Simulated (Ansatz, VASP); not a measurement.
One calculation of Bi2Se3, two programs

File INCAR:

```
SYSTEM = Bi2Se3
ALGO     = Normal         ! electronic algorithm
EDIFF    = 1E-8           ! SCF threshold, eV
ENCUT    = 520            ! plane-wave cutoff, eV
GGA      = PE             ! functional
ISIF     = 2              ! what is computed and relaxed
ISMEAR   = -1             ! smearing method
LASPH    = .True.         ! aspherical terms in the spheres
LCHARG   = .False.        ! write CHGCAR
LEFG     = .True.       
LREAL    = .False.        ! projectors in reciprocal space
LWAVE    = .False.        ! write WAVECAR
NBANDS   = 32             ! bands
NELM     = 100            ! most SCF steps
PREC     = Accurate       ! precision mode
SIGMA    = 0.03           ! smearing width, eV
```

Contents of KPOINTS:

```
k-points
0
Gamma
  6 6 6
  0 0 0
```

File POSCAR:

```
Bi2Se3
1.0
    2.0987589926      1.2117190693      9.6709408521
   -2.0987589926      1.2117190693      9.6709408521
    0.0000000000     -2.4234381387      9.6709408521
Bi Se
2 3
Direct
    0.4008000000      0.4008000000      0.4008000000
    0.5992000000      0.5992000000      0.5992000000
    0.0000000000      0.0000000000      0.0000000000
    0.2117000000      0.2117000000      0.2117000000
    0.7883000000      0.7883000000      0.7883000000
```

Input for Ansatz:

```yaml
crystal:
  lattice:
    - [2.0987589926, 1.2117190693, 9.6709408521]
    - [-2.0987589926, 1.2117190693, 9.6709408521]
    - [0.0, -2.4234381387, 9.6709408521]
  atoms:
    - { symbol: Bi, position: [0.4008, 0.4008, 0.4008] }
    - { symbol: Bi, position: [0.5992, 0.5992, 0.5992] }
    - { symbol: Se, position: [0.0, 0.0, 0.0] }
    - { symbol: Se, position: [0.2117, 0.2117, 0.2117] }
    - { symbol: Se, position: [0.7883, 0.7883, 0.7883] }
kpoints:
  mp_grid: { grid: [6, 6, 6] }
scf:
  occupations: { method: fermi_dirac, width: 0.03 }
hamiltonian:
  xc: pbe
  pseudopotentials: { kind: all_electron, datasets: crystal }
output:
  forces: true
  stress: true
  eigenvalues: true
  efg: { contact_densities: true }
```

Change from the starting cell: volume scaled by 1.04, crystal datasets.

Alike in both runs: task electric field gradients; functional PBE; k mesh 6 × 6 × 6; occupations fermi-dirac, width 0.03 eV; no spin polarisation.

```csv
,VASP,Ansatz
version,VASP 6.6.1,Ansatz 0.2.0
potentials or method,"VASP PAW PBE potentials, release 64 (Bi_d, Se), cutoff 520 eV","all-electron PAW with datasets made for the crystal, scalar-relativistic"
```

|  | VASP | Ansatz | Ansatz less VASP |
| --- | --- | --- | --- |
| pressure (GPa) | 0.1 | 0.1 | -0.01 |
| traceless stress, the component that is largest in VASP (GPa) | 0.06 | 0.06 | -0.002 |
| rms of the force components (eV/Å) | 0.047 | 0.048 | +0.0015 |
| size of Vzz on the site where it differs most (V/Å²) | 73.3 | 76.5 | +3.26 |

Atom by atom the forces differ by 0.005 eV/Å (rms over components). Ansatz ran all-electron here, and VASP with PAW potentials.

Neither program's run includes spin-orbit coupling.
